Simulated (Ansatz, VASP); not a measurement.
Two plane-wave programs on CsI

INCAR

```
PREC     = Accurate       # precision mode
ENCUT    = 500            # plane-wave cutoff, eV
EDIFF    = 1E-6           # SCF threshold, eV
ISMEAR   = 1              # smearing method
SIGMA    = 0.5            # smearing width, eV
LREAL    = F              # projectors in reciprocal space
LASPH    = T              # aspherical terms in the spheres
NELM     = 120            # most SCF steps
ALGO     = Normal         # electronic algorithm
ISIF     = 2              # what is computed and relaxed
LWAVE    = F              # write WAVECAR
LCHARG   = F              # write CHGCAR
GGA      = PE             # functional
NBANDS   = 15             # bands
GGA_COMPAT= F
```

The input KPOINTS:

```
Automatic mesh
0
Gamma
  4 4 4
```

File POSCAR:

```
CsI
1.0
    4.6081405142      0.0000000000      0.0000000000
    0.0000000000      4.6081405142      0.0000000000
    0.0000000000      0.0000000000      4.6081405142
Cs I
1 1
Direct
    0.0000000000      0.0000000000      0.0000000000
    0.5000000000      0.5000000000      0.5000000000
```

Input for Ansatz:

```yaml
crystal:
  lattice:
    - [4.6081405142, 0.0, 0.0]
    - [0.0, 4.6081405142, 0.0]
    - [0.0, 0.0, 4.6081405142]
  atoms:
    - { symbol: Cs, position: [0.0, 0.0, 0.0] }
    - { symbol: I, position: [0.5, 0.5, 0.5] }
kpoints:
  mp_grid: { grid: [4, 4, 4] }
hamiltonian:
  xc: pbe
scf:
  occupations: { method: methfessel_paxton, width: 0.5 }
  n_extra_bands: 4
output:
  forces: true
  stress: true
  eigenvalues: true
```

Alike in both runs: task single point; functional PBE; k mesh 4 × 4 × 4; occupations methfessel-paxton of order 1, width 0.5 eV; no spin polarisation.

|  | VASP | Ansatz |
| --- | --- | --- |
| version | VASP 6.6.1 | Ansatz 0.2.0 |
| potentials or method | VASP PAW PBE potentials, release 64 (Cs_sv, I) | plane waves |
| plane-wave cutoff (eV) | 500 | 420 |
| valence electrons in the cell | 16 | 26 |

|  | VASP | Ansatz | Ansatz less VASP |
| --- | --- | --- | --- |
| pressure (GPa) | 0.4 | 0.4 | +0.02 |

VASP's potentials hold 16 valence electrons a cell and Ansatz's 26, so a difference there can come from the potentials and not from the codes.

Neither program's run includes spin-orbit coupling.
